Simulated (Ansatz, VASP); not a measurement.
Two plane-wave programs on Zr3GeTe4

```xyz
8
Lattice="3.8324 0.0000 0.0000 -1.9162 3.3190 0.0000 0.0000 0.0000 15.7591" Properties=species:S:1:pos:R:3 pbc="T T T"
Zr    0.0000    0.0000    7.8795
Zr    0.0000    0.0000    3.9931
Zr    0.0000    0.0000   11.7660
Ge    0.0000    0.0000    0.0000
Te    0.0000    2.2127   13.6743
Te    0.0000    2.2127    5.9446
Te    1.9162    1.1063    2.0848
Te    1.9162    1.1063    9.8145
```

Change from the starting cell: species swapped into the Mn3CrTe4 type (P-3m1, No. 164).

Alike in both runs: functional PBE; k mesh 4 × 4 × 2; occupations gaussian, width 0.2 eV; no spin polarisation.

Ansatz relaxed the structure, and its values are those at the end. VASP's run is a single point on that final structure, the one shown.

```csv
,VASP,Ansatz
version,VASP 6.6.1,Ansatz 0.2.0
potentials or method,"VASP PAW PBE potentials, release 64 (Zr_sv, Ge_d, Te), cutoff 520 eV","scalar-relativistic, plane waves, PAW"
valence electrons in the cell,74,114
```

|  | VASP | Ansatz | Ansatz less VASP |
| --- | --- | --- | --- |
| gap on the k mesh at the Fermi level (eV) | none | none | - |
| pressure (GPa) | 0.2 | 0.2 | 0.00 |
| rms of the force components (eV/Å) | 0.019 | 0.020 | +0.0006 |

A gap of «none» marks a metal or a gap that the smearing closes. The functional is the same, so the differences come from potentials, cutoffs and numerics. VASP's potentials hold 74 valence electrons a cell and Ansatz's 114, so a difference there can come from the potentials and not from the codes.

The k mesh is coarse, so the values compare programs but aren't converged. Neither program's run includes spin-orbit coupling.
